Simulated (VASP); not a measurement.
Here is a VASP 6.6.1 calculation.

File INCAR:

```
SYSTEM = ScAl3P2
PREC     = Accurate       ! precision mode
ENCUT    = 520            ! plane-wave cutoff, eV
EDIFF    = 1E-7           ! SCF threshold, eV
ISMEAR   = 0              ! smearing method
SIGMA    = 0.1            ! smearing width, eV
LREAL    = .FALSE.        ! projectors in reciprocal space
LASPH    = .TRUE.         ! aspherical terms in the spheres
NELM     = 60             ! most SCF steps
ALGO     = Normal         ! electronic algorithm
ISIF     = 2              ! what is computed and relaxed
LWAVE    = .FALSE.        ! write WAVECAR
LCHARG   = .FALSE.        ! write CHGCAR
GGA      = PE             ! functional
NBANDS   = 24             ! bands
```

Contents of KPOINTS:

```
regular mesh
0
G
  6 6 6
  0 0 0
```

File POSCAR:

```
ScAl3P2
1.0
    5.6502886000      0.0000000000      0.0000000000
   -2.8251443000      4.8932934700      0.0000000000
    0.0000000000      0.0000000000      3.6739624800
Sc Al P
1 3 2
Direct
    0.0000000000      0.0000000000      0.0000000000
    0.5000000000      0.0000000000      0.5000000000
    0.0000000000      0.5000000000      0.5000000000
    0.5000000000      0.5000000000      0.5000000000
    0.6666666700      0.3333333300      0.0000000000
    0.3333333300      0.6666666700      0.0000000000
```

Potentials or basis: VASP PAW PBE potentials, release 64 (Sc_sv, Al, P).

The run is started by

```sh
$ cat potpaw_PBE.64/Sc_sv/POTCAR potpaw_PBE.64/Al/POTCAR potpaw_PBE.64/P/POTCAR > POTCAR
$ mpirun -np 1 vasp_std > vasp.out
```

(1) Predict the pressure.

(2) Estimate the band gap on the k mesh.

Results:

(1) 2.6 GPa.

(2) zero (bands 15 and 16 overlap by 3.57 eV).

Caveat: the stress differs along the axes, from 0 to 7 GPa.
